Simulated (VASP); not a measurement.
Bi2Se3: single point with PBE

Bi2Se3, a sheet with vacuum:

```xyz
5
Lattice="4.1430 0.0000 0.0000 2.0715 3.5879 0.0000 0.0000 0.0000 22.9662" Properties=species:S:1:pos:R:3 pbc="T T T"
Se    0.0000    0.0000   11.4831
Se    2.0715    1.1960   14.9662
Se    4.1430    2.3920    8.0000
Bi    2.0715    1.1960    9.5511
Bi    4.1430    2.3920   13.4951
```

This cell differs from its parent crystal: last atom moved by 0.08 Å along z.

* Program: VASP 6.6.1
* Task: single point
* Functional: PBE
* Potentials or basis: VASP PAW PBE potentials, release 64 (Se, Bi_d)
* Cutoff: 550 eV
* k mesh: 10 × 10 × 1
* Occupations: gaussian, width 0.03 eV
* Spin: no spin polarisation

```yaml
Largest_force: 0.813 eV/Å
Band_gap_on_the_k_mesh: 0.88 eV (least direct gap 1.33 eV)
```

Forces on the atoms (eV/Å):
```
Se   0.000  0.000  0.225
Se   0.000  0.000  0.730
Se   0.000  0.000 -0.255
Bi   0.000  0.000  0.113
Bi   0.000  0.000 -0.813
```

Levels at points of the mesh, in eV from the valence-band top:
| k point | band 21 | band 22 | band 23 | band 24 | band 25 | band 26 | band 27 | band 28 |
| --- | --- | --- | --- | --- | --- | --- | --- | --- |
| (0.00, 0.00, 0.00) | -0.75 | -0.59 | -0.59 | -0.45 | 0.88 | 2.20 | 2.20 | 2.66 |
| (0.50, 0.00, 0.00) | -1.75 | -0.99 | -0.76 | -0.58 | 1.65 | 2.98 | 3.03 | 3.50 |

Wall time 4.7 min on 1 thread of Intel(R) Xeon(R) Platinum 8559C (Emerald Rapids), with other jobs on the host, peak memory 0.55 GiB.

Caveat: the cell differs from its parent crystal (last atom moved by 0.08 Å along z); spin-orbit coupling is left out, which moves the levels of the heavy elements.
